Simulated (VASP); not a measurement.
# Al: single point with PBEsol

Crystal: Al.

```
Al
1.0
    -1.45616    1.45616    1.45616
     1.45616   -1.45616    1.45616
     1.45616    1.45616   -1.45616
Al
1
Direct
  0.00000 0.00000 0.00000
```

This isn't the form of Al at room conditions, which is fcc.

- Program: VASP 6.6.1
- Task: single point
- Functional: PBEsol
- Potentials or basis: VASP PAW PBE potentials, release 64 (Al)
- Cutoff: 500 eV
- k mesh: 11 × 11 × 11
- Occupations: fermi-dirac, width 0.05 eV
- Spin: no spin polarisation

The pressure is 40.2 GPa. The band gap on the k mesh is zero (an odd number of electrons rules out a gap without spin polarisation).

Levels at points of the mesh, in eV from the Fermi level:
| k point | band 1 | band 2 | band 3 | band 4 |
| --- | --- | --- | --- | --- |
| (0.00, 0.00, 0.00) | -13.35 | 15.07 | 15.07 | 15.07 |

Wall time 2.6 s on 1 thread of AMD EPYC 9R14 (Zen 4), with other jobs on the host, peak memory 0.08 GiB.

Caveat: the cell stands under pressure; the PAW data sets were made with another functional, which shifts forces and pressure a little.
